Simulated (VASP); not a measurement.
**Ta2N: relaxation of shape and atoms at fixed volume with PBE**

The system is Ta2N.

```
CELL_PARAMETERS angstrom
3.06981 0.00000 0.00000
-1.53491 2.65854 0.00000
0.00000 0.00000 4.83257
ATOMIC_POSITIONS crystal
Ta 0.66667 0.33333 0.74491
Ta 0.33333 0.66667 0.25509
N 0.00000 0.00000 0.00000
```

```
Program                : VASP 6.6.1
Task                   : relaxation of shape and atoms at fixed volume
Functional             : PBE
Potentials or basis    : VASP PAW PBE potentials, release 64 (Ta_pv, N)
Cutoff                 : 600 eV
k mesh                 : 18 × 18 × 10
Occupations            : gaussian, width 0.1 eV
Spin                   : no spin polarisation
Dipole correction      : no
Further INCAR settings : ALGO = Normal; EDIFF = 1e-07; IBRION = 2; EDIFFG = -0.01; NSW = 50; ISIF = 4
```

```json
{"Energy gained by relaxing": "0.8 meV/atom", "Ionic steps": "5", "Pressure after relaxing": "9.2 GPa", "Largest force after relaxing": "0.005 eV/Å", "Band gap on the k mesh": "zero (an odd number of electrons rules out a gap without spin polarisation)"}
```

Forces on the atoms (eV/Å):
```
Ta   0.000  0.000  0.005
Ta   0.000  0.000 -0.005
N    0.000  0.000  0.000
```

Step by step:
```tsv
step	energy change (eV)	largest force (eV/Å)	pressure (GPa)	volume (Å³)
1	0.0000	0.2314	9.64	39.44
2	-0.0018	0.0816	9.11	39.44
3	-0.0020	0.0015	9.23	39.44
4	-0.0022	0.0038	9.18	39.44
5	-0.0023	0.0049	9.16	39.44
```

Final structure:
```
Ta N
1.0
     3.06523    0.00000    0.00000
    -1.53262    2.65457    0.00000
     0.00000    0.00000    4.84704
Ta N
2 1
Direct
  0.66667 0.33333 0.74292
  0.33333 0.66667 0.25708
  0.00000 0.00000 0.00000
```

Levels at points of the mesh, in eV from the Fermi level:
| k point | band 10 | band 11 | band 12 | band 13 | band 14 | band 15 | band 16 | band 17 |
| --- | --- | --- | --- | --- | --- | --- | --- | --- |
| (0.00, 0.00, 0.00) | -6.07 | -5.00 | -0.77 | -0.24 | -0.24 | 0.21 | 0.40 | 0.40 |
| (0.50, 0.00, 0.00) | -6.43 | -4.73 | -2.65 | -1.31 | 1.66 | 2.06 | 4.01 | 4.22 |
| (0.00, 0.00, 0.50) | -6.25 | -3.11 | -2.65 | -1.11 | -1.11 | 1.81 | 2.21 | 2.45 |
| (0.50, 0.00, 0.50) | -6.14 | -3.39 | -2.17 | -2.11 | -0.44 | 0.72 | 3.59 | 3.85 |

Wall time 24 min on 1 thread of Oxide Virtual Turin-like Processor, on a shared host, peak memory 0.36 GiB.

Caveat: spin-orbit coupling is left out, which moves the levels of the heavy elements.
